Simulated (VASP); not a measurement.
# MgO2 (R-3m) in VASP: notebook, part 2 of 2

VASP 6.6.1. Earlier steps stand in the parts before.

### Step 5. Relaxation of shape and atoms at fixed volume, PBEsol (9.11 Å³/atom)

This run uses another cell than the first one, of 9.11 Å³/atom.

File INCAR:

```
SYSTEM = MgO2
ALGO     = Normal         ! electronic algorithm
EDIFF    = 1E-6           ! SCF threshold, eV
EDIFFG   = -0.01          ! ionic threshold
ENCUT    = 600            ! plane-wave cutoff, eV
GGA      = PS             ! functional
IBRION   = 2              ! ionic algorithm
ISIF     = 4              ! what is computed and relaxed
ISMEAR   = 0              ! smearing method
LASPH    = .TRUE.         ! aspherical terms in the spheres
LCHARG   = .FALSE.        ! write CHGCAR
LREAL    = .FALSE.        ! projectors in reciprocal space
LWAVE    = .FALSE.        ! write WAVECAR
NELM     = 60             ! most SCF steps
NSW      = 50             ! ionic steps
PREC     = Accurate       ! precision mode
SIGMA    = 0.02           ! smearing width, eV
```

File KPOINTS:

```
k-points
0
G
  12 12 12
  0 0 0
```

File POSCAR:

```
MgO2
1.0
    1.5281322944      0.8822675915      3.3797063649
   -1.5281322944      0.8822675915      3.3797063649
    0.0000000000     -1.7645351831      3.3797063649
Mg O
1 2
Direct
    0.0000000000      0.0000000000      0.0000000000
    0.4291616525      0.4291616525      0.4291616525
    0.5708383475      0.5708383475      0.5708383475
```

Potentials or basis: VASP PAW PBE potentials, release 64 (Mg, O).

On the command line:

```sh
> cat potpaw_PBE.64/Mg/POTCAR potpaw_PBE.64/O/POTCAR > POTCAR
> mpirun -np 1 vasp_std > vasp.out
```

OUTCAR:

```text
SYSTEM = MgO2
   EDIFF = 1E-6
   EDIFFG = -0.01
   ENCUT = 600
   GGA = PS
   IBRION = 2
   ISIF = 4
   ISMEAR = 0
   LASPH = .TRUE.
   LREAL = .FALSE.
   NELM = 60
   NSW = 50
   PREC = Accurate

 ion  position               nearest neighbor table
   1  0.000  0.000  0.000-   3 2.01   2 2.01   3 2.01   3 2.01   2 2.01   2 2.01
   2  0.429  0.429  0.429-   3 1.44   1 2.01   1 2.01   1 2.01
   3  0.571  0.571  0.571-   2 1.44   1 2.01   1 2.01   1 2.01

  LATTYP: Found a trigonal (rhomboedric) cell.
 ALAT       =     3.8126105919
 COS(alpha) =     0.6787027538

  Lattice vectors:

 A1 = (   1.5281322944,   0.8822675915,   3.3797063649)
 A2 = (  -1.5281322944,   0.8822675915,   3.3797063649)
 A3 = (   0.0000000000,  -1.7645351831,   3.3797063649)

Analysis of symmetry for initial positions (statically):
=====================================================================
 Subroutine PRICEL returns:
 Original cell was already a primitive cell.

 Routine SETGRP: Setting up the symmetry group for a
 trigonal (rhombohedral) supercell.

 Subroutine GETGRP returns: Found 12 space group operations
 (whereof 12 operations were pure point group operations)
 out of a pool of 12 trial point group operations.

The static configuration has the point symmetry D_3d.

Analysis of symmetry for dynamics (positions and initial velocities):
=====================================================================
 Subroutine PRICEL returns:
 Original cell was already a primitive cell.

 Routine SETGRP: Setting up the symmetry group for a
 trigonal (rhombohedral) supercell.

 Subroutine GETGRP returns: Found 12 space group operations
 (whereof 12 operations were pure point group operations)
 out of a pool of 12 trial point group operations.

The dynamic configuration has the point symmetry D_3d.

 Subroutine INISYM returns: Found 12 space group operations
 (whereof 12 operations are pure point group operations),
[... 138 lines left out ...]

 number of electron      13.9999999 magnetization

 Free energy of the ion-electron system (eV)
  ---------------------------------------------------
  ext. energy  EPLUGINS =         0.00000000
  ---------------------------------------------------
  free energy    TOTEN  =       -17.11174250 eV

  energy without entropy =      -17.11174250  energy(sigma->0) =      -17.11174250

------------------------ aborting loop because EDIFF is reached ----------------------------------------

  FORCE on cell =-STRESS in cart. coord.  units (eV):
  Direction    XX          YY          ZZ          XY          YZ          ZX
  --------------------------------------------------------------------------------------
  -------------------------------------------------------------------------------------
  Total        2.2481243      2.2481243      3.1729422      0.0000000     -0.0000000      0.0000000
  in kB      131.7465963    131.7465963    185.9436042      0.0000000     -0.0000000      0.0000000
  external PRESSURE =     149.8122656 kB  Pullay stress =       0.0000000 kB
[... 172 lines left out ...]
--------------------------------------- Ionic step        6  -------------------------------------------

 number of electron      14.0000000 magnetization

 Free energy of the ion-electron system (eV)
  ---------------------------------------------------
  ext. energy  EPLUGINS =         0.00000000
  ---------------------------------------------------
  free energy    TOTEN  =       -17.11511501 eV

  energy without entropy =      -17.11511501  energy(sigma->0) =      -17.11511501

 E-fermi :   3.8656     XC(G=0): -11.0999

 val. band max:        3.7172881247   @ k =   0.5000   0.5000   0.5000
 cond. band min:       6.3950203366   @ k =   0.5000   0.5000   0.5000
 fundamental gap:      2.6777322118
 Fermi energy:         3.8655728364

 k-point     1 :       0.0000    0.0000    0.0000
  band No.  band energies     occupation
      1     -18.5544      2.00000
      2     -10.9036      2.00000
      3      -4.8668      2.00000
      4       0.0564      2.00000
      5       0.0564      2.00000
      6       2.7476      2.00000
      7       2.7476      2.00000
      8       8.9009      0.00000
      9       8.9410      0.00000
     10      16.6675      0.00000
     11      18.3914      0.00000
[... 309 lines left out ...]
 k-point    24 :      -0.4167    0.1667    0.0000
  band No.  band energies     occupation
      1     -17.8328      2.00000
      2     -11.3326      2.00000
      3      -3.6971      2.00000
      4      -2.7195      2.00000
      5      -0.8906      2.00000
      6       2.0186      2.00000
      7       2.2678      2.00000
      8       8.2223      0.00000
      9      13.6666      0.00000
     10      15.0436      0.00000
     11      17.3670      0.00000

 [... further k-points ...]

------------------------ aborting loop because EDIFF is reached ----------------------------------------

  FORCE on cell =-STRESS in cart. coord.  units (eV):
  Direction    XX          YY          ZZ          XY          YZ          ZX
  --------------------------------------------------------------------------------------
  -------------------------------------------------------------------------------------
  Total        2.4321167      2.4321167      2.4275530      0.0000000     -0.0000000      0.0000000
  in kB      142.5290815    142.5290815    142.2616399      0.0000000     -0.0000000      0.0000000
  external PRESSURE =     142.4399343 kB  Pullay stress =       0.0000000 kB
[... 18 lines left out ...]
  FREE ENERGIE OF THE ION-ELECTRON SYSTEM (eV)
  ---------------------------------------------------
  free  energy   TOTEN  =       -17.1151150077 eV

  energy  without entropy=      -17.1151150077  energy(sigma->0) =      -17.11511501

 reached required accuracy - stopping structural energy minimisation
```

CONTCAR:

```text
MgO2
   1.00000000000000
     1.5239185184675765    0.8798347668290515    3.3984226078698230
    -1.5239185184675765    0.8798347668290515    3.3984226078698230
     0.0000000000000000   -1.7596695337660717    3.3984226078719697
  Mg              O
     1     2
Direct
     0.0000000000000000    0.0000000000000000    0.0000000000000000
     0.4289457428422127    0.4289457428422127    0.4289457428422097
     0.5710542571577872    0.5710542571577872    0.5710542571577903

  0.00000000E+00  0.00000000E+00  0.00000000E+00
  0.00000000E+00  0.00000000E+00  0.00000000E+00
  0.00000000E+00  0.00000000E+00  0.00000000E+00
```

Wall time 3.6 min (1 thread of Intel Xeon Platinum 8259CL at 2.50GHz (Skylake/Cascade Lake), shared host); peak memory 0.22 GiB.

Results:

```
Free energy               : -17.1151 eV
Energy gained by relaxing : 1.1 meV/atom
Ionic steps               : 6
Pressure after relaxing   : 14.2 GPa
Band gap on the k mesh    : 2.68 eV
```

The path:
| step | energy change (eV) | largest force (eV/Å) | pressure (GPa) | volume (Å³) |
| --- | --- | --- | --- | --- |
| 1 | 0.0000 | 0.3890 | 14.98 | 27.34 |
| 2 | 0.0202 | 1.1239 | 13.20 | 27.34 |
| 3 | -0.0030 | 0.0486 | 14.35 | 27.34 |
| 4 | -0.0030 | 0.0413 | 14.42 | 27.34 |
| 5 | -0.0033 | 0.0190 | 14.32 | 27.34 |
| 6 | -0.0034 | 0.0012 | 14.24 | 27.34 |

Final structure:
```
Mg O
1.0
     1.52392    0.87983    3.39842
    -1.52392    0.87983    3.39842
     0.00000   -1.75967    3.39842
Mg O
1 2
Direct
  0.00000 0.00000 0.00000
  0.42895 0.42895 0.42895
  0.57105 0.57105 0.57105
```

Levels at points of the mesh, in eV from the valence-band top:
| k point | band 3 | band 4 | band 5 | band 6 | band 7 | band 8 | band 9 | band 10 | band 11 |
| --- | --- | --- | --- | --- | --- | --- | --- | --- | --- |
| (0.00, 0.00, 0.00) | -8.58 | -3.66 | -3.66 | -0.97 | -0.97 | 5.18 | 5.22 | 12.95 | 14.67 |
| (0.50, 0.00, 0.00) | -7.38 | -6.88 | -4.12 | -1.43 | -1.42 | 4.49 | 9.12 | 11.51 | 13.40 |
| (0.50, 0.50, 0.00) | -6.64 | -6.17 | -4.81 | -2.50 | -0.24 | 3.88 | 8.07 | 11.99 | 13.65 |
| (0.50, 0.50, 0.50) | -5.31 | -4.27 | -4.27 | 0.00 | 0.00 | 2.68 | 5.17 | 10.57 | 15.25 |

Caveat: the PAW data sets were made with another functional, which shifts forces and pressure a little.

### Step 6. The runs side by side

```tsv
task	cell	cutoff (eV)	gap on the mesh (eV)	pressure (GPa)	largest force (eV/Å)
single point	a = 3.968 Å, angles 48.2°, 3 atoms, atomic positions A	520	2.27	-6.8	0.19
single point	a = 4.005 Å, angles 48.5°, 3 atoms, atomic positions B	520	2.16	-10.2	0.18
relaxation of shape and atoms at fixed volume	relaxed from a = 3.783 Å, angles 47.0°, 3 atoms, atomic positions A	600	2.78	21.0	-
relaxation of shape and atoms at fixed volume	relaxed from a = 3.813 Å, angles 47.3°, 3 atoms, atomic positions C	600	2.68	14.2	-
```

Alike in all rows: level PBEsol; potentials or basis VASP PAW PBE potentials, release 64 (Mg, O); no spin polarisation; k mesh 12 × 12 × 12; smearing gaussian 0.02 eV.

Caveats: the PAW data sets were made with another functional, which shifts forces and pressure a little; the cell stands under tension (at least some runs).

Total energies depend on the potentials used, so only differences within one code and one set of settings carry meaning.
